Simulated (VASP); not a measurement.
Runs of VASP 6.6.1 on MgS. The structure is that of space group Fm-3m (No. 225), or close to it. The cells are those of the table. 

| cell | k mesh | smearing | gap on the mesh (eV) | pressure (GPa) |
| --- | --- | --- | --- | --- |
| a = 3.664 Å, angles 60.0, 60.0, 90.0°, 2 atoms | 8 × 8 × 8 | gaussian 0.01 eV | 2.73 | -0.2 |
| a = 3.664 Å, angles 60.0, 60.0, 90.0°, 2 atoms | 12 × 12 × 12 | fermi-dirac 0.08 eV | 2.73 | -0.2 |
| a = 3.737, b = 3.737, c = 3.679 Å, angles 59.5, 59.5, 90.0°, 2 atoms | 8 × 8 × 8 | gaussian 0.01 eV | 2.53 | (b) |
| a = 3.628, b = 3.628, c = 3.657 Å, angles 60.3, 60.3, 90.0°, 2 atoms | 8 × 8 × 8 | gaussian 0.01 eV | 2.69 | 1.0 |
| a = 3.591, b = 3.591, c = 3.648 Å, angles 60.5, 60.5, 90.0°, 2 atoms | 8 × 8 × 8 | gaussian 0.01 eV | (a) | 2.4 |

Alike in all rows: task single point; level PBEsol; potentials or basis VASP PAW PBE potentials, release 64 (Mg, S); no spin polarisation; cutoff (eV) 520.

**Question.** Fill in the values left out.

**Answer.** (a) 2.66; (b) -2.1.

Caveats: the PAW data sets were made with another functional, which shifts forces and pressure a little.

A k mesh can miss the band edges.
